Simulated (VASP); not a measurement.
# Cu in VASP: notebook

Runs on Cu. Level: PBE. Tasks: single point.

All numbers are computed with VASP 6.6.1; they aren't measurements. Logs are shortened: lines on timing, memory, paths and dates and some standing lists are left out, and cuts for length are marked.

## Step 1: The cell of the first run

The typed cell holds 7 atoms: a = 6.699 Å, b = 6.699 Å, c = 2.580 Å, α = 68.16°, β = 124.26°, γ = 120.00°.

## Step 2: Single point, PBE

INCAR

```
ALGO = Fast
EDIFF = 1E-6
ENCUT = 520
GGA = PE
ISIF = 2
ISMEAR = 0
LASPH = T
LCHARG = F
LREAL = F
LWAVE = F
NBANDS = 48
NELM = 60
PREC = Accurate
SIGMA = 0.1
```

KPOINTS

```
k-points
0
Gamma
  6 6 16
```

POSCAR

```
Cu
1.0
    6.6990092309     -0.0000210670     -0.0269605109
   -3.3495228601      5.8015626064      0.0044135801
   -1.4440753099      0.2729400433      2.1210213115
Cu
7
Direct
    0.1428571429      0.7142857143      0.0000000000
    0.5714285714      0.8571428571      0.0000000000
    0.2857142857      0.4285714286      0.0000000000
    0.7142857143      0.5714285714      0.0000000000
    0.0000000000      0.0000000000      0.0000000000
    0.4285714286      0.1428571429      0.0000000000
    0.8571428571      0.2857142857      0.0000000000
```

Potentials or basis: VASP PAW PBE potentials, release 64 (Cu).

Run with:

```console
cat potpaw_PBE.64/Cu/POTCAR > POTCAR
mpirun -np 1 vasp_std > vasp.out
```

OUTCAR:

```text
EDIFF = 1E-6
   ENCUT = 520
   GGA = PE
   ISIF = 2
   ISMEAR = 0
   LASPH = T
   LREAL = F
   NELM = 60
   PREC = Accurate

 ion  position               nearest neighbor table
   1  0.143  0.714  0.000-   2 2.53   3 2.53   4 2.53   5 2.53   6 2.53   7 2.53   2 2.56   4 2.56
                             3 2.57   5 2.57
   2  0.571  0.857  0.000-   1 2.53   3 2.53   5 2.53   4 2.53   7 2.53   6 2.53   1 2.56   5 2.56
                             4 2.57   6 2.57
   3  0.286  0.429  0.000-   1 2.53   2 2.53   7 2.53   6 2.53   5 2.53   4 2.53   4 2.56   7 2.56
                             1 2.57   6 2.57
   4  0.714  0.571  0.000-   7 2.53   6 2.53   1 2.53   2 2.53   5 2.53   3 2.53   3 2.56   1 2.56
                             7 2.57   2 2.57
   5  0.000  0.000  0.000-   2 2.53   6 2.53   1 2.53   7 2.53   3 2.53   4 2.53   6 2.56   2 2.56
                             1 2.57   7 2.57
   6  0.429  0.143  0.000-   7 2.53   4 2.53   5 2.53   3 2.53   1 2.53   2 2.53   7 2.56   5 2.56
                             3 2.57   2 2.57
   7  0.857  0.286  0.000-   6 2.53   4 2.53   3 2.53   5 2.53   2 2.53   1 2.53   6 2.56   3 2.56
                             4 2.57   5 2.57

  LATTYP: Found a triclinic cell.
 ALAT       =     7.6358847470
 B/A-ratio  =     1.3681301314
 C/A-ratio  =     0.3379336853
 COS(alpha) =     0.0105662676
 COS(beta)  =     0.5083231206
 COS(gamma) =     0.7682388274

  Lattice vectors:

 A1 = (  -0.4613357510,  -6.3474216260,  -4.2194956922)
 A2 = (  -7.1603449819,  -6.3474005590,  -4.1925351813)
 A3 = (   1.4440753099,  -0.2729400433,  -2.1210213115)

Analysis of symmetry for initial positions (statically):
=====================================================================
 Subroutine PRICEL returns following result:

  LATTYP: Found a triclinic cell.
 ALAT       =     2.5320079992
 B/A-ratio  =     0.9999999999
 C/A-ratio  =     1.0119975035
 COS(alpha) =     0.0033456199
 COS(beta)  =     0.4902693581
 COS(gamma) =     0.4999999998

  Lattice vectors:

 A1 = (   0.4784928407,   2.4863779552,  -0.0058114688)
 A2 = (  -1.9140078504,   1.6575923256,   0.0051125244)
 A3 = (   0.9484253812,   1.1017256729,   2.1100973183)

   7 primitive cells build up your supercell.

 Routine SETGRP: Setting up the symmetry group for a
 triclinic supercell.

 Subroutine GETGRP returns: Found  2 space group operations
 (whereof  2 operations were pure point group operations)
 out of a pool of  2 trial point group operations.

The static configuration has the point symmetry S_2 .

Analysis of symmetry for dynamics (positions and initial velocities):
=====================================================================
 Subroutine PRICEL returns following result:

  LATTYP: Found a triclinic cell.
 ALAT       =     2.5320079992
 B/A-ratio  =     0.9999999999
 C/A-ratio  =     1.0119975035
 COS(alpha) =     0.0033456199
 COS(beta)  =     0.4902693581
 COS(gamma) =     0.4999999998

  Lattice vectors:

 A1 = (   0.4784928407,   2.4863779552,  -0.0058114688)
 A2 = (  -1.9140078504,   1.6575923256,   0.0051125244)
 A3 = (   0.9484253812,   1.1017256729,   2.1100973183)

   7 primitive cells build up your supercell.

 Routine SETGRP: Setting up the symmetry group for a
 triclinic supercell.

 Subroutine GETGRP returns: Found  2 space group operations
 (whereof  2 operations were pure point group operations)
 out of a pool of  2 trial point group operations.

The dynamic configuration has the point symmetry S_2 .

 Subroutine INISYM returns: Found  2 space group operations
 (whereof  2 operations are pure point group operations),
 and found     7 'primitive' translations

----------------------------------------------------------------------------------------

                                     Primitive cell

  volume of cell :      11.7462

  direct lattice vectors                    reciprocal lattice vectors
     0.478492841  2.486377955 -0.005811469     0.297291553  0.344246548 -0.313361904
    -1.914007850  1.657592326  0.005112524    -0.447199806  0.086426034  0.155878055
     0.948425381  1.101725673  2.110097318     0.001902292  0.000738697  0.472671079

  length of vectors
     2.532007999  2.532007999  2.562385774     0.552343766  0.481409486  0.472675484

  position of ions in fractional coordinates (direct lattice)
     0.000000000  0.000000000  0.000000000

  ion indices of the primitive-cell ions
   primitive index   ion index
                 1           1

----------------------------------------------------------------------------------------

 KPOINTS: k-points

Automatic generation of k-mesh.
 Grid dimensions read from file:
 generate k-points for:    6    6   16

 Generating k-lattice:

  Cartesian coordinates                     Fractional coordinates (reciprocal lattice)
     0.024940233  0.014387694  0.015128842     0.166666667  0.000000000  0.000000000
    -0.000014825  0.028722153 -0.003706155     0.000000000  0.166666667 -0.000000000
     0.000118893  0.000046169  0.029541942     0.000000000 -0.000000000  0.062500000

  Length of vectors
     0.032525418  0.028960281  0.029542218

  Shift w.r.t. Gamma in fractional coordinates (k-lattice)
     0.000000000  0.000000000  0.000000000

 Subroutine IBZKPT returns following result:
 ===========================================

 Found    292 irreducible k-points:

 Following reciprocal coordinates:
            Coordinates               Weight
  0.000000  0.000000  0.000000      1.000000
  0.166667  0.000000  0.000000      2.000000
  0.333333  0.000000  0.000000      2.000000
  0.500000  0.000000 -0.000000      1.000000
 -0.000000  0.166667 -0.000000      2.000000
  0.166667  0.166667 -0.000000      2.000000
[... 16 lines left out ...]
  0.333333  0.000000  0.062500      2.000000
  0.500000  0.000000  0.062500      2.000000
 [... further k-points ...]
   k-points           NKPTS =    292   k-points in BZ     NKDIM =    292   number of bands    NBANDS=     48
   number of dos      NEDOS =    301   number of ions     NIONS =      7
   total plane-waves  NPLWV =  50000
   dimension x,y,z NGX =    50 NGY =   50 NGZ =   20
   dimension x,y,z NGXF=   100 NGYF=  100 NGZF=   40
   ions per type =               7
   NGX,Y,Z   is equivalent  to a cutoff of  12.41, 12.41, 12.89 a.u.
   NGXF,Y,Z  is equivalent  to a cutoff of  24.82, 24.82, 25.77 a.u.
 SYSTEM =  unknown system
   PREC   = accura    normal or accurate (medium, high low for compatibility)
   ISTART =      0    job   : 0-new  1-cont  2-samecut
   ICHARG =      2    charge: 1-file 2-atom 10-const
   ISPIN  =      1    spin polarized calculation?
   LNONCOLLINEAR =      F non collinear calculations
   LSORBIT =      F    spin-orbit coupling
   LASPH  =      T    aspherical Exc in radial PAW
   ENCUT  =  520.0 eV  38.22 Ry    6.18 a.u.  12.46 12.46  4.80*2*pi/ulx,y,z
   NELM   =     60;   NELMIN=  2; NELMDL= -5     # of ELM steps
   EDIFF  = 0.1E-05   stopping-criterion for ELM
   LREAL  =      F    real-space projection
   EDIFFG = 0.1E-04   stopping-criterion for IOM
   NSW    =      0    number of steps for IOM
   IBRION =     -1    ionic relax: 0-MD 1-quasi-New 2-CG
   NFREE  =      0    steps in history (QN), initial steepest desc. (CG)
   ISIF   =      2    stress and relaxation
   ISYM   =      2    0-nonsym 1-usesym 2-fastsym
   POTIM  = 0.5000    time-step for ionic-motion
   TEBEG  =    0.0;   TEEND  =   0.0 temperature during run
   PSTRESS=    0.0 pullay stress
   NELECT =      77.0000    total number of electrons
   NUPDOWN=      -1.0000    fix difference up-down
   EMIN   =  10.00;   EMAX   =-10.00  energy-range for DOS
   EFERMI =   0.00;   METHOD = LEGACY
   ISMEAR =     0;   SIGMA  =   0.10  broadening in eV -4-tet -1-fermi 0-gaus
   EFERMI_NEDOS =   21; number of points for ismear=-14 and -15
   IALGO  =     68    algorithm
   IMIX   =      4    mixing-type and parameters
     AMIX     =   0.40;   BMIX     =  1.00
     AMIX_MAG =   1.60;   BMIX_MAG =  1.00
  volume/ion in A,a.u.               =      11.75        79.27
  Fermi-wavevector in a.u.,A,eV,Ry     =   1.601670  3.026718 34.903681  2.565348
  Thomas-Fermi vector in A             =   2.698612
   LORBIT       =      0    0 simple, 1 ext, 2 COOP (PROOUT), +10 PAW based schemes
   GGA     = PE    functional components
   LHFCALC =     F    Hartree Fock is set to
   AEXX    =    0.0000 exact exchange contribution
   IVDW    =     0    specifies the selected vdW correction
   LEPSILON=     F    determine dielectric tensor
   LRPA    =     F    only Hartree local field effects (RPA)
 non-spin polarized calculation
 RMM-DIIS sequential band-by-band and
 Gauss-broadening in eV      SIGMA  =   0.10
  energy-cutoff  :      520.00
  volume of cell :       82.22
 maximum number of plane-waves:      2233
 NGX is ok and might be reduce to    50
   NGX = 25   NGY = 25   NGZ =  9

 number of electron      76.9999983 magnetization

 Free energy of the ion-electron system (eV)
  ---------------------------------------------------
  ext. energy  EPLUGINS =         0.00000000
  ---------------------------------------------------
  free energy    TOTEN  =       -26.06554275 eV

  energy without entropy =      -26.05478475  energy(sigma->0) =      -26.06016375

 E-fermi :   7.6635     XC(G=0): -12.7570

 val. band max:        7.6632240077   @ k =  -0.3333  -0.3333   0.2500
 cond. band min:       7.6658654823   @ k =   0.1667   0.3333   0.3125
 fundamental gap:      0.0026414746
 Fermi energy:         7.6635240195

 k-point     1 :       0.0000    0.0000    0.0000
  band No.  band energies     occupation
      1      -1.7394      2.00000
      2       2.1915      2.00000
      3       2.1915      2.00000
      4       2.6158      2.00000
      5       2.6158      2.00000
      6       2.8250      2.00000
[... 40 lines left out ...]
     47      18.4793      0.00000
     48      18.4793      0.00000

 k-point     2 :       0.1667    0.0000    0.0000
  band No.  band energies     occupation
      1      -1.5713      2.00000
      2       1.8068      2.00000
      3       1.8167      2.00000
      4       2.5795      2.00000
      5       2.7302      2.00000
      6       2.8303      2.00000
[... 1114 lines left out ...]
 k-point    24 :       0.5000    0.0000    0.0625
  band No.  band energies     occupation
      1      -0.5501      2.00000
      2       0.2314      2.00000
      3       1.5076      2.00000
      4       2.2220      2.00000
      5       2.7892      2.00000
      6       3.1761      2.00000
[... 40 lines left out ...]
     47      17.4776      0.00000
     48      18.7616      0.00000

 [... further k-points ...]
[... 5 lines left out ...]
  --------------------------------------------------------------------------------------
  -------------------------------------------------------------------------------------
  Total        2.1050947      2.2772994      0.1045002      0.0750226     -0.0022788     -0.0023537
  in kB       41.0191333     44.3746531      2.0362549      1.4618647     -0.0444045     -0.0458632
  external PRESSURE =      29.1433471 kB  Pullay stress =       0.0000000 kB

 VOLUME and BASIS-vectors are now :
 -----------------------------------------------------------------------------
  energy-cutoff  :      520.00
  volume of cell :       82.22
      direct lattice vectors                 reciprocal lattice vectors
     6.699009231 -0.000021067 -0.026960511     0.149641398  0.086326165  0.090773054
    -3.349522860  5.801562606  0.004413580    -0.000088952  0.172332916 -0.022236932
    -1.444075310  0.272940043  2.121021311     0.001902292  0.000738697  0.472671079

 POSITION                                       TOTAL-FORCE (eV/Angst)
 -----------------------------------------------------------------------------------
     -1.43552      4.14397     -0.00070        -0.000000      0.000000      0.000000
      0.95699      4.97276     -0.01162         0.000000      0.000000     -0.000000
      0.47849      2.48638     -0.00581         0.000000     -0.000000      0.000000
      2.87099      3.31516     -0.01674        -0.000000     -0.000000      0.000000
      0.00000      0.00000      0.00000         0.000000      0.000000      0.000000
      2.39250      0.82879     -0.01092        -0.000000      0.000000      0.000000
      4.78500      1.65757     -0.02185        -0.000000      0.000000     -0.000000
 -----------------------------------------------------------------------------------
    total drift:                                0.000000      0.000000      0.000000

  FREE ENERGIE OF THE ION-ELECTRON SYSTEM (eV)
  ---------------------------------------------------
  free  energy   TOTEN  =       -26.0655427539 eV

  energy  without entropy=      -26.0547847453  energy(sigma->0) =      -26.06016375
```

It took 12 min on 1 thread of Intel Xeon 6975P-C (Granite Rapids), shared host; peak memory 0.79 GiB.

What came out:

```
Free energy            : -26.0655 eV
Pressure               : 2.9 GPa
Band gap on the k mesh : zero (an odd number of electrons rules out a gap without spin polarisation)
```

Levels at points of the mesh, in eV from the Fermi level:
```csv
k point,band 35,band 36,band 37,band 38,band 39,band 40,band 41,band 42
"(0.00, 0.00, 0.00)",-1.64,-1.64,-1.14,-1.14,-0.88,-0.88,-0.52,-0.52
"(0.50, 0.00, 0.00)",-1.81,-1.81,-1.67,-1.51,-1.50,1.03,1.03,1.56
"(0.00, 0.50, 0.00)",-1.72,-1.67,-1.66,-1.66,-1.62,-0.92,2.14,2.14
"(0.50, 0.50, 0.00)",-1.73,-1.68,-1.64,-1.64,-1.61,-0.96,3.29,3.29
"(0.00, 0.00, 0.50)",-1.57,-1.23,-0.04,-0.04,0.40,0.40,3.46,3.77
"(0.50, 0.00, 0.50)",-1.57,-0.99,-0.11,-0.11,0.40,0.40,3.84,3.87
"(0.00, 0.50, 0.50)",-1.50,-0.38,-0.38,1.27,1.27,1.41,2.35,2.35
"(0.50, 0.50, 0.50)",-1.50,-0.39,-0.39,1.45,1.45,1.49,2.15,2.15
```

## Step 3: Single point, PBE

This run uses another cell than the first one, of 11.83 Å³/atom.

INCAR

```
PREC = Accurate
ENCUT = 520
EDIFF = 1E-7
ISMEAR = 0
SIGMA = 0.1
LREAL = F
LASPH = T
NELM = 80
ALGO = Fast
ISIF = 2
LWAVE = F
LCHARG = F
GGA = PE
NBANDS = 48
```

KPOINTS

```
Automatic mesh
0
Gamma
  6 6 16
```

POSCAR: that of step 2 with these lines changed.

```diff
@@ -2,5 +2,5 @@
 1.0
-    6.6990092309     -0.0000210670     -0.0269605109
-   -3.3495228601      5.8015626064      0.0044135801
-   -1.4440753099      0.2729400433      2.1210213115
+    6.6990634827      0.0000000000      0.0000000000
+   -3.3495317414      5.8015591576      0.0000000000
+   -1.4355136034      0.2762647218      2.1300588313
 Cu
```

Potentials or basis: VASP PAW PBE potentials, release 64 (Cu).

Run with:

```console
cat potpaw_PBE.64/Cu/POTCAR > POTCAR
mpirun -np 1 vasp_std > vasp.out
```

Run time: 29 min. Hardware: 1 thread of Oxide Virtual Turin-like, shared host; peak memory 0.76 GiB.

It converged, with:

```yaml
Free_energy: -26.0642 eV
Pressure: 2.3 GPa
Band_gap_on_the_k_mesh: zero (an odd number of electrons rules out a gap without spin polarisation)
```

Stress tensor (GPa, compression positive):
```
 3.93 -0.02 -0.27
-0.02  3.95 -0.11
-0.27 -0.11 -1.09
```

Levels at points of the mesh, in eV from the Fermi level:
| k point | band 36 | band 37 | band 38 | band 39 | band 40 | band 41 |
| --- | --- | --- | --- | --- | --- | --- |
| (0.00, 0.00, 0.00) | -1.63 | -1.12 | -1.12 | -0.89 | -0.89 | -0.53 |
| (0.50, 0.00, 0.00) | -1.79 | -1.67 | -1.50 | -1.49 | 1.06 | 1.06 |
| (0.00, 0.50, 0.00) | -1.67 | -1.65 | -1.65 | -1.59 | -0.91 | 2.15 |
| (0.50, 0.50, 0.00) | -1.67 | -1.63 | -1.63 | -1.59 | -0.91 | 3.22 |
| (0.00, 0.00, 0.50) | -1.26 | -0.02 | -0.02 | 0.44 | 0.44 | 3.34 |
| (0.50, 0.00, 0.50) | -0.91 | -0.10 | -0.10 | 0.39 | 0.39 | 3.89 |
| (0.00, 0.50, 0.50) | -0.36 | -0.36 | 1.22 | 1.22 | 1.50 | 2.38 |
| (0.50, 0.50, 0.50) | -0.38 | -0.38 | 1.50 | 1.51 | 1.51 | 2.15 |

Caveat: the stress differs along the axes, from -1 to 4 GPa.
